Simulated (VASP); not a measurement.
# WSe2 (P-3m1) in VASP: a series of runs, part 2 of 2

VASP 6.6.1. The steps go on from the part before.

### 5 Single point, PBEsol

This run uses another cell than the first one, of 29.69 Å³/atom, 1.185 times its volume.

INCAR

```
  ALGO = Normal
  EDIFF = 1E-6
  ENCUT = 520
  GGA = PS
  ISIF = 2
  ISMEAR = 0
  LASPH = T
  LCHARG = F
  LREAL = F
  LWAVE = F
  NBANDS = 35
  NELM = 60
  PREC = Accurate
  SIGMA = 0.05
```

KPOINTS

```
k-points
0
Gamma
  9 9 2
```

POSCAR

```
WSe2
1.0
   -3.2711504052      0.0000000000      0.0000000000
   -1.6355752026     -2.8328993505      0.0000000000
    0.0000000000      0.0000000000     19.2206689562
W Se
2 4
Direct
    0.3333333333      0.3333333333      0.5158770353
    0.6666666667      0.6666666667      0.1719590118
    0.3333333333      0.3333333333      0.0848694631
    0.6666666667      0.6666666667      0.4287874866
    0.3333333333      0.3333333333      0.2590485605
    0.6666666667      0.6666666667      0.6029665840
```

Potentials or basis: VASP PAW PBE potentials, release 64 (W_sv, Se).

On the command line:

```bash
$ cat potpaw_PBE.64/W_sv/POTCAR potpaw_PBE.64/Se/POTCAR > POTCAR
$ mpirun -np 1 vasp_std > vasp.out
```

OUTCAR:

```text
EDIFF = 1E-6
   ENCUT = 520
   GGA = PS
   ISIF = 2
   ISMEAR = 0
   LASPH = T
   LREAL = F
   NELM = 60
   PREC = Accurate

 ion  position               nearest neighbor table
   1  0.333  0.333  0.516-   4 2.52   6 2.52   4 2.52   6 2.52   4 2.52   6 2.52
   2  0.667  0.667  0.172-   3 2.52   5 2.52   3 2.52   5 2.52   3 2.52   5 2.52
   3  0.333  0.333  0.085-   2 2.52   2 2.52   2 2.52
   4  0.667  0.667  0.429-   1 2.52   1 2.52   1 2.52
   5  0.333  0.333  0.259-   2 2.52   2 2.52   2 2.52
   6  0.667  0.667  0.603-   1 2.52   1 2.52   1 2.52

  LATTYP: Found a hexagonal cell.
 ALAT       =     3.2711504052
 C/A-ratio  =     5.8758132691

  Lattice vectors:

 A1 = (   1.6355752026,   2.8328993505,   0.0000000000)
 A2 = (  -3.2711504052,   0.0000000000,   0.0000000000)
 A3 = (   0.0000000000,   0.0000000000,  19.2206689562)

Analysis of symmetry for initial positions (statically):
=====================================================================
 Subroutine PRICEL returns:
[... 181 lines left out ...]

 val. band max:        2.3848977770   @ k =  -0.3333   0.3333   0.0000
 cond. band min:       3.8920896738   @ k =   0.3333   0.1111   0.0000
 fundamental gap:      1.5071918968
 Fermi energy:         2.7887495583

 k-point     1 :       0.0000    0.0000    0.0000
  band No.  band energies     occupation
      1     -71.6064      2.00000
      2     -71.6064      2.00000
      3     -35.8716      2.00000
      4     -35.8716      2.00000
      5     -35.7214      2.00000
      6     -35.7214      2.00000
[... 901 lines left out ...]
     34       7.3271      0.00000
     35       8.3517      0.00000

------------------------ aborting loop because EDIFF is reached ----------------------------------------

  FORCE on cell =-STRESS in cart. coord.  units (eV):
  Direction    XX          YY          ZZ          XY          YZ          ZX
  --------------------------------------------------------------------------------------
  -------------------------------------------------------------------------------------
  Total        0.2266138      0.2266138      0.3091549      0.0000000      0.0000000      0.0000000
  in kB        2.0384344      2.0384344      2.7809075      0.0000000      0.0000000      0.0000000
  external PRESSURE =       2.2859254 kB  Pullay stress =       0.0000000 kB

 VOLUME and BASIS-vectors are now :
 -----------------------------------------------------------------------------
  energy-cutoff  :      520.00
  volume of cell :      178.11
      direct lattice vectors                 reciprocal lattice vectors
    -3.271150405  0.000000000  0.000000000    -0.305702849  0.176497622  0.000000000
    -1.635575203 -2.832899350  0.000000000     0.000000000 -0.352995245  0.000000000
     0.000000000  0.000000000 19.220668956     0.000000000  0.000000000  0.052027325

 POSITION                                       TOTAL-FORCE (eV/Angst)
 -----------------------------------------------------------------------------------
     -1.63558     -0.94430      9.91550         0.000000     -0.000000      0.034531
     -3.27115     -1.88860      3.30517        -0.000000      0.000000     -0.034531
     -1.63558     -0.94430      1.63125         0.000000     -0.000000     -0.033082
     -3.27115     -1.88860      8.24158         0.000000      0.000000     -0.068111
     -1.63558     -0.94430      4.97909        -0.000000     -0.000000      0.068111
     -3.27115     -1.88860     11.58942        -0.000000      0.000000      0.033082
 -----------------------------------------------------------------------------------
    total drift:                               -0.000000     -0.000000      0.000006

  FREE ENERGIE OF THE ION-ELECTRON SYSTEM (eV)
  ---------------------------------------------------
  free  energy   TOTEN  =       -46.5108591159 eV

  energy  without entropy=      -46.5108591159  energy(sigma->0) =      -46.51085912
```

stdout:

```text
POSCAR found type information on POSCAR W Se
 POSCAR found :  2 types and       6 ions
 scaLAPACK will be used
 -----------------------------------------------------------------------------
|                                                                             |
|                                                                             |
|     You enforced a specific xc type in the INCAR file but a different       |
|     I HOPE YOU KNOW WHAT YOU ARE DOING!                                     |
|                                                                             |
 -----------------------------------------------------------------------------

 LDA part: xc-table for (Slater+PW92), standard interpolation
 POSCAR, INCAR and KPOINTS ok, starting setup
 FFT: planning ... GRIDC
 FFT: planning ... GRID_SOFT
 FFT: planning ... GRID
 WAVECAR not read
 entering main loop
```

Wall time 1.8 min (1 thread of AMD EPYC 9R14 (Zen 4), shared host); peak memory 0.31 GiB.

Results:

```
Free energy            : -46.5109 eV
Largest force          : 0.068 eV/Å
Band gap on the k mesh : 1.51 eV, indirect (least direct gap 1.64 eV)
```

Forces in eV/Å, atoms in the order of the input:
```
W    0.000  0.000  0.035
W    0.000  0.000 -0.035
Se   0.000  0.000 -0.033
Se   0.000  0.000 -0.068
Se   0.000  0.000  0.068
Se   0.000  0.000  0.033
```

Levels at points of the mesh, in eV from the valence-band top:
```
           k point  band 24  band 25  band 26  band 27  band 28  band 29
(0.00, 0.00, 0.00)    -1.21    -0.63    -0.01     2.99     2.99     3.02
(0.00, 0.00, 0.50)    -1.21    -0.63    -0.01     2.99     2.99     3.02
```

Caveat: the PAW data sets were made with another functional, which shifts forces and pressure a little; spin-orbit coupling is left out, which moves the levels of the heavy elements.

### 6 Summary

| cell | gap on the mesh (eV) | pressure (GPa) | largest force (eV/Å) |
| --- | --- | --- | --- |
| a = 3.271, b = 3.271, c = 16.221 Å, angles 90.0, 90.0, 60.0°, 6 atoms | 1.49 | 0.3 | 0.07 |
| a = 3.271, b = 3.271, c = 17.721 Å, angles 90.0, 90.0, 60.0°, 6 atoms | 1.50 | 0.2 | 0.07 |
| a = 3.271, b = 3.271, c = 19.221 Å, angles 90.0, 90.0, 60.0°, 6 atoms | 1.51 | - | 0.07 |

Alike in all rows: task single point; level PBEsol; potentials or basis VASP PAW PBE potentials, release 64 (W_sv, Se); no spin polarisation; k mesh 9 × 9 × 2; cutoff (eV) 520; smearing gaussian 0.05 eV.

Caveats: the PAW data sets were made with another functional, which shifts forces and pressure a little; spin-orbit coupling is left out, which moves the levels of the heavy elements.

Total energies depend on the potentials used, so only differences within one code and one set of settings carry meaning.
